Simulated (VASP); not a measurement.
Set up this calculation in VASP 6.6.1, as the native input.

| Property | Result |
| --- | --- |
| Task | single point |
| Functional | PBEsol |
| Potentials or basis | VASP PAW PBE potentials, release 64 (Al, Ni) |
| Cutoff | 520 eV |
| k mesh | 8 × 8 × 10 |
| Occupations | gaussian, width 0.15 eV |
| Spin | no spin polarisation |
| Dipole correction | no |
| Further INCAR settings | ALGO = Fast; EDIFF = 1e-06; NBANDS = 40 |

The structure of Al3Ni5 lies in POSCAR:

```
Al3Ni5
1.0
    3.2933322760     -3.6919375971      0.0000000000
    3.2933322760      3.6919375971      0.0000000000
    0.0000000000      0.0000000000      3.7203545651
Al Ni
3 5
Direct
    0.5135430241      0.4864569759      0.0000000000
    0.7796888787      0.2203111213      0.5000000000
    0.2203111213      0.7796888787      0.5000000000
    0.0000000000      0.0000000000      0.0000000000
    0.0000000000      0.5000000000      0.0000000000
    0.5000000000      0.0000000000      0.0000000000
    0.2762373066      0.2762373066      0.5000000000
    0.7237626934      0.7237626934      0.5000000000
```

This cell differs from its parent crystal: atom 1 (Al) moved -0.100 Å along Cartesian [0 1 0].

These files were run (other wordings do the same):

INCAR

```
SYSTEM = Al3Ni5
ALGO = Fast
EDIFF = 1E-6
ENCUT = 520
GGA = PS
ISIF = 2
ISMEAR = 0
LASPH = .True.
LCHARG = .False.
LREAL = .False.
LWAVE = .False.
NBANDS = 40
NELM = 60
PREC = Accurate
SIGMA = 0.15
```

KPOINTS

```
k-points
0
Gamma
  8 8 10
  0 0 0
```

Potentials or basis: VASP PAW PBE potentials, release 64 (Al, Ni).

Command:

```console
$ cat potpaw_PBE.64/Al/POTCAR potpaw_PBE.64/Ni/POTCAR > POTCAR
$ mpirun -np 1 vasp_std > vasp.out
```

It gave:

| Item | Value |
| --- | --- |
| Pressure | 0.4 GPa |
| Largest force | 0.853 eV/Å |
| Band gap on the k mesh | zero (an odd number of electrons rules out a gap without spin polarisation) |

Caveat: the cell differs from its parent crystal (atom 1 (Al) moved -0.100 Å along Cartesian [0 1 0]); the PAW data sets were made with another functional, which shifts forces and pressure a little.

Run time: 5.1 min on 1 thread of Intel(R) Xeon(R) 6975P-C (Granite Rapids) (shared host), peak memory 0.44 GiB.
